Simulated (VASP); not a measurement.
# AgB2 (P6/mmm) in VASP: settings compared, part 2 of 2

VASP 6.6.1. Earlier steps stand in the parts before.

## (6) Single point, revPBE (volume scaled by 0.98)

File INCAR:

```
SYSTEM = AgB2
ALGO = Normal ; EDIFF = 1E-6
ENCUT = 520 ; GGA = RE
ISIF = 2 ; ISMEAR = 0
LASPH = .TRUE. ; LCHARG = .FALSE.
LREAL = .FALSE. ; LWAVE = .FALSE.
NBANDS = 16 ; NELM = 100
PREC = Accurate ; SIGMA = 0.05
```

File KPOINTS:

```
k-points
0
G
  10 10 8
  0 0 0
```

File POSCAR:

```
AgB2
1.0
    3.0179427542      0.0000000000      0.0000000000
   -1.5089713771      2.6136150923      0.0000000000
    0.0000000000      0.0000000000      4.0806440278
Ag B
1 2
Direct
    0.0000000000      0.0000000000      0.0000000000
    0.3333333333      0.6666666667      0.5000000000
    0.6666666667      0.3333333333      0.5000000000
```

Potentials or basis: VASP PAW PBE potentials, release 64 (Ag, B).

Launch:

```
$ cat potpaw_PBE.64/Ag/POTCAR potpaw_PBE.64/B/POTCAR > POTCAR
$ mpirun -np 1 vasp_std > vasp.out
```

OUTCAR:

```text
SYSTEM = AgB2
   EDIFF = 1E-6
   ENCUT = 520
   GGA = RE
   ISIF = 2
   ISMEAR = 0
   LASPH = .TRUE.
   LREAL = .FALSE.
   NELM = 100
   PREC = Accurate

 ion  position               nearest neighbor table
   1  0.000  0.000  0.000-   2 2.68   3 2.68   2 2.68   3 2.68   2 2.68   2 2.68   3 2.68   3 2.68
                             3 2.68   3 2.68   2 2.68   2 2.68
   2  0.333  0.667  0.500-   3 1.74   3 1.74   3 1.74   1 2.68   1 2.68   1 2.68   1 2.68   1 2.68
                             1 2.68
   3  0.667  0.333  0.500-   2 1.74   2 1.74   2 1.74   1 2.68   1 2.68   1 2.68   1 2.68   1 2.68
                             1 2.68

  LATTYP: Found a hexagonal cell.
 ALAT       =     3.0179427542
 C/A-ratio  =     1.3521277109

  Lattice vectors:

 A1 = (   3.0179427542,   0.0000000000,   0.0000000000)
 A2 = (  -1.5089713771,   2.6136150923,   0.0000000000)
 A3 = (   0.0000000000,   0.0000000000,   4.0806440278)

Analysis of symmetry for initial positions (statically):
=====================================================================
 Subroutine PRICEL returns:
 Original cell was already a primitive cell.

 Routine SETGRP: Setting up the symmetry group for a
 hexagonal supercell.

 Subroutine GETGRP returns: Found 24 space group operations
 (whereof 24 operations were pure point group operations)
 out of a pool of 24 trial point group operations.

The static configuration has the point symmetry D_6h.

Analysis of symmetry for dynamics (positions and initial velocities):
=====================================================================
 Subroutine PRICEL returns:
 Original cell was already a primitive cell.

 Routine SETGRP: Setting up the symmetry group for a
 hexagonal supercell.

 Subroutine GETGRP returns: Found 24 space group operations
 (whereof 24 operations were pure point group operations)
 out of a pool of 24 trial point group operations.

The dynamic configuration has the point symmetry D_6h.

 Subroutine INISYM returns: Found 24 space group operations
 (whereof 24 operations are pure point group operations),
 and found     1 'primitive' translations

----------------------------------------------------------------------------------------

                                     Primitive cell

  volume of cell :      32.1871

  direct lattice vectors                    reciprocal lattice vectors
     3.017942754  0.000000000  0.000000000     0.331351547  0.191305905  0.000000000
    -1.508971377  2.613615092  0.000000000     0.000000000  0.382611810  0.000000000
     0.000000000  0.000000000  4.080644028     0.000000000  0.000000000  0.245059357

  length of vectors
     3.017942754  3.017942754  4.080644028     0.382611810  0.382611810  0.245059357

  position of ions in fractional coordinates (direct lattice)
     0.000000000  0.000000000  0.000000000
     0.333333333  0.666666667  0.500000000
     0.666666667  0.333333333  0.500000000

  ion indices of the primitive-cell ions
   primitive index   ion index
                 1           1
                 2           2
                 3           3

----------------------------------------------------------------------------------------

 KPOINTS: k-points

Automatic generation of k-mesh.
 Grid dimensions read from file:
 generate k-points for:   10   10    8

[... 21 lines left out ...]
  0.100000  0.000000  0.000000      6.000000
  0.200000  0.000000  0.000000      6.000000
  0.300000  0.000000  0.000000      6.000000
  0.400000  0.000000  0.000000      6.000000
  0.500000  0.000000  0.000000      3.000000
[... 16 lines left out ...]
  0.300000  0.100000  0.125000     24.000000
  0.400000  0.100000  0.125000     24.000000
 [... further k-points ...]
   k-points           NKPTS =     70   k-points in BZ     NKDIM =     70   number of bands    NBANDS=     16
   number of dos      NEDOS =    301   number of ions     NIONS =      3
   total plane-waves  NPLWV =  17280
   dimension x,y,z NGX =    24 NGY =   24 NGZ =   30
   dimension x,y,z NGXF=    48 NGYF=   48 NGZF=   60
   ions per type =               1   2
   NGX,Y,Z   is equivalent  to a cutoff of  13.22, 13.22, 12.22 a.u.
   NGXF,Y,Z  is equivalent  to a cutoff of  26.44, 26.44, 24.44 a.u.
 SYSTEM =  AgB2
   PREC   = accura    normal or accurate (medium, high low for compatibility)
   ISTART =      0    job   : 0-new  1-cont  2-samecut
   ICHARG =      2    charge: 1-file 2-atom 10-const
   ISPIN  =      1    spin polarized calculation?
   LNONCOLLINEAR =      F non collinear calculations
   LSORBIT =      F    spin-orbit coupling
   LASPH  =      T    aspherical Exc in radial PAW
   ENCUT  =  520.0 eV  38.22 Ry    6.18 a.u.   5.61  5.61  7.59*2*pi/ulx,y,z
   NELM   =    100;   NELMIN=  2; NELMDL= -5     # of ELM steps
   EDIFF  = 0.1E-05   stopping-criterion for ELM
   LREAL  =      F    real-space projection
   EDIFFG = 0.1E-04   stopping-criterion for IOM
   NSW    =      0    number of steps for IOM
   IBRION =     -1    ionic relax: 0-MD 1-quasi-New 2-CG
   NFREE  =      0    steps in history (QN), initial steepest desc. (CG)
   ISIF   =      2    stress and relaxation
   ISYM   =      2    0-nonsym 1-usesym 2-fastsym
   POTIM  = 0.5000    time-step for ionic-motion
   TEBEG  =    0.0;   TEEND  =   0.0 temperature during run
   PSTRESS=    0.0 pullay stress
   NELECT =      17.0000    total number of electrons
   NUPDOWN=      -1.0000    fix difference up-down
   EMIN   =  10.00;   EMAX   =-10.00  energy-range for DOS
   EFERMI =   0.00;   METHOD = LEGACY
   ISMEAR =     0;   SIGMA  =   0.05  broadening in eV -4-tet -1-fermi 0-gaus
   EFERMI_NEDOS =   21; number of points for ismear=-14 and -15
   IALGO  =     38    algorithm
   IMIX   =      4    mixing-type and parameters
     AMIX     =   0.40;   BMIX     =  1.00
     AMIX_MAG =   1.60;   BMIX_MAG =  1.00
  volume/ion in A,a.u.               =      10.73        72.40
  Fermi-wavevector in a.u.,A,eV,Ry     =   1.323317  2.500707 23.826100  1.751169
  Thomas-Fermi vector in A             =   2.452934
   LORBIT       =      0    0 simple, 1 ext, 2 COOP (PROOUT), +10 PAW based schemes
   GGA     = RE    functional components
   LHFCALC =     F    Hartree Fock is set to
   AEXX    =    0.0000 exact exchange contribution
   IVDW    =     0    specifies the selected vdW correction
   LEPSILON=     F    determine dielectric tensor
   LRPA    =     F    only Hartree local field effects (RPA)
 non-spin polarized calculation
 Gauss-broadening in eV      SIGMA  =   0.05
  energy-cutoff  :      520.00
  volume of cell :       32.19
 maximum number of plane-waves:       891
 NGX is ok and might be reduce to    24
   NGX = 11   NGY = 11   NGZ = 15

 number of electron      16.9999996 magnetization

 Free energy of the ion-electron system (eV)
  ---------------------------------------------------
  ext. energy  EPLUGINS =         0.00000000
  ---------------------------------------------------
  free energy    TOTEN  =       -13.69723795 eV

  energy without entropy =      -13.69649215  energy(sigma->0) =      -13.69686505

 E-fermi :   7.0781     XC(G=0): -11.9270

 val. band max:        7.0518019208   @ k =   0.3000   0.0000   0.5000
 cond. band min:       7.0793478314   @ k =   0.2000   0.0000   0.0000
 fundamental gap:      0.0275459106
 Fermi energy:         7.0781287105

 k-point     1 :       0.0000    0.0000    0.0000
  band No.  band energies     occupation
      1      -4.9905      2.00000
      2       1.4658      2.00000
      3       2.3548      2.00000
      4       2.3548      2.00000
      5       3.2881      2.00000
      6       3.2881      2.00000
[... 433 lines left out ...]
      3       1.6111      2.00000
      4       1.7278      2.00000
      5       2.7169      2.00000
      6       3.6930      2.00000
[... 8 lines left out ...]
     15      20.7427      0.00000
     16      22.7831      0.00000

 [... further k-points ...]

------------------------ aborting loop because EDIFF is reached ----------------------------------------

  FORCE on cell =-STRESS in cart. coord.  units (eV):
  Direction    XX          YY          ZZ          XY          YZ          ZX
  --------------------------------------------------------------------------------------
  -------------------------------------------------------------------------------------
  Total        0.5555096      0.5555096      0.5370142      0.0000000      0.0000000      0.0000000
  in kB       27.6516331     27.6516331     26.7309869      0.0000000      0.0000000      0.0000000
  external PRESSURE =      27.3447510 kB  Pullay stress =       0.0000000 kB

 VOLUME and BASIS-vectors are now :
 -----------------------------------------------------------------------------
  energy-cutoff  :      520.00
  volume of cell :       32.19
      direct lattice vectors                 reciprocal lattice vectors
     3.017942754  0.000000000  0.000000000     0.331351547  0.191305905  0.000000000
    -1.508971377  2.613615092  0.000000000     0.000000000  0.382611810  0.000000000
     0.000000000  0.000000000  4.080644028     0.000000000  0.000000000  0.245059357

 POSITION                                       TOTAL-FORCE (eV/Angst)
 -----------------------------------------------------------------------------------
      0.00000      0.00000      0.00000         0.000000      0.000000     -0.000000
     -0.00000      1.74241      2.04032         0.000000      0.000000      0.000000
      1.50897      0.87121      2.04032        -0.000000      0.000000     -0.000000
 -----------------------------------------------------------------------------------
    total drift:                               -0.000000      0.000000     -0.000000

  FREE ENERGIE OF THE ION-ELECTRON SYSTEM (eV)
  ---------------------------------------------------
  free  energy   TOTEN  =       -13.6972379506 eV

  energy  without entropy=      -13.6964921451  energy(sigma->0) =      -13.69686505
```

OSZICAR:

```text
N       E                     dE             d eps       ncg     rms          rms(c)
DAV:   1     0.641840681725E+02    0.64184E+02   -0.77386E+03  2296   0.952E+02
DAV:   2    -0.158190923122E+02   -0.80003E+02   -0.72676E+02  3008   0.210E+02
DAV:   3    -0.174899950707E+02   -0.16709E+01   -0.16643E+01  2584   0.309E+01
DAV:   4    -0.174949976845E+02   -0.50026E-02   -0.50023E-02  2832   0.182E+00
DAV:   5    -0.174950356632E+02   -0.37979E-04   -0.37977E-04  2576   0.157E-01    0.106E+01
DAV:   6    -0.141814580003E+02    0.33136E+01   -0.74875E+00  2720   0.417E+01    0.121E+01
DAV:   7    -0.137417524609E+02    0.43971E+00   -0.17406E+00  2304   0.151E+01    0.435E+00
DAV:   8    -0.137015947268E+02    0.40158E-01   -0.20559E-01  2656   0.536E+00    0.960E-01
DAV:   9    -0.136977738344E+02    0.38209E-02   -0.14658E-02  2648   0.187E+00    0.150E-01
DAV:  10    -0.136972684773E+02    0.50536E-03   -0.17320E-03  2616   0.381E-01    0.633E-02
DAV:  11    -0.136972354135E+02    0.33064E-04   -0.13224E-04  2792   0.154E-01    0.155E-02
DAV:  12    -0.136972400853E+02   -0.46718E-05   -0.17484E-05  2784   0.427E-02    0.727E-03
DAV:  13    -0.136972379366E+02    0.21487E-05   -0.40631E-06  2592   0.319E-02    0.162E-03
DAV:  14    -0.136972379506E+02   -0.13988E-07   -0.46762E-07  1160   0.508E-03
   1 F= -.13697238E+02 E0= -.13696865E+02  d E =-.745806E-03
```

stdout:

```text
POSCAR found type information on POSCAR AgB
 POSCAR found :  2 types and       3 ions
 scaLAPACK will be used
 -----------------------------------------------------------------------------
|                                                                             |
|                                                                             |
|     You enforced a specific xc type in the INCAR file but a different       |
|     I HOPE YOU KNOW WHAT YOU ARE DOING!                                     |
|                                                                             |
 -----------------------------------------------------------------------------

 LDA part: xc-table for (Slater+PW92), standard interpolation
 POSCAR, INCAR and KPOINTS ok, starting setup
 FFT: planning ... GRIDC
 FFT: planning ... GRID_SOFT
 FFT: planning ... GRID
 WAVECAR not read
 entering main loop
```

Wall time 43 s (1 thread of AMD EPYC 7R13, shared host); peak memory 0.14 GiB.

What came out:

| Quantity | Value |
| --- | --- |
| Free energy | -13.6972 eV |
| Pressure | 2.7 GPa |

Levels at points of the mesh, in eV from the Fermi level:
| k point | band 4 | band 5 | band 6 | band 7 | band 8 | band 9 | band 10 | band 11 | band 12 | band 13 |
| --- | --- | --- | --- | --- | --- | --- | --- | --- | --- | --- |
| (0.00, 0.00, 0.00) | -4.72 | -3.79 | -3.79 | -3.77 | 1.25 | 1.29 | 1.29 | 7.58 | 7.58 | 9.49 |
| (0.50, 0.00, 0.00) | -5.49 | -4.06 | -3.25 | -2.64 | -1.65 | 2.52 | 2.90 | 3.95 | 5.93 | 7.88 |
| (0.00, 0.00, 0.50) | -4.62 | -4.62 | -3.92 | -3.92 | 0.99 | 0.99 | 7.43 | 8.71 | 8.71 | 9.15 |
| (0.50, 0.00, 0.50) | -4.72 | -3.94 | -3.24 | -2.68 | -2.49 | -0.36 | 1.42 | 6.44 | 9.35 | 9.37 |

Caveat: the PAW data sets were made with another functional, which shifts forces and pressure a little.

## (7) Summary

| level | cell | gap on the mesh (eV) | pressure (GPa) |
| --- | --- | --- | --- |
| PBE+D3(BJ) | a = 3.017, b = 3.017, c = 4.050 Å, angles 90.0, 90.0, 120.0°, 3 atoms | none | -4.1 |
| PBE+D4 | a = 3.006, b = 3.006, c = 4.020 Å, angles 90.0, 90.0, 120.0°, 3 atoms | none | -3.0 |
| BLYP+D3(BJ) | a = 2.977, b = 2.977, c = 4.121 Å, angles 90.0, 90.0, 120.0°, 3 atoms | none | -0.5 |
| BLYP+D3(BJ) | a = 2.975, b = 2.975, c = 4.113 Å, angles 90.0, 90.0, 120.0°, 3 atoms | none | 0.0 |
| revPBE | a = 3.018, b = 3.018, c = 4.081 Å, angles 90.0, 90.0, 120.0°, 3 atoms | none | 2.7 |

Alike in all rows: task single point; potentials or basis VASP PAW PBE potentials, release 64 (Ag, B); no spin polarisation; k mesh 10 × 10 × 8; cutoff (eV) 520; smearing gaussian 0.05 eV.

Caveats: pairwise dispersion overbinds metals, which lowers pressure and volume (some runs); the PAW data sets were made with another functional, which shifts forces and pressure a little (some runs); three body term missing (some runs).

Total energies depend on the potentials used, so only differences within one code and one set of settings carry meaning.
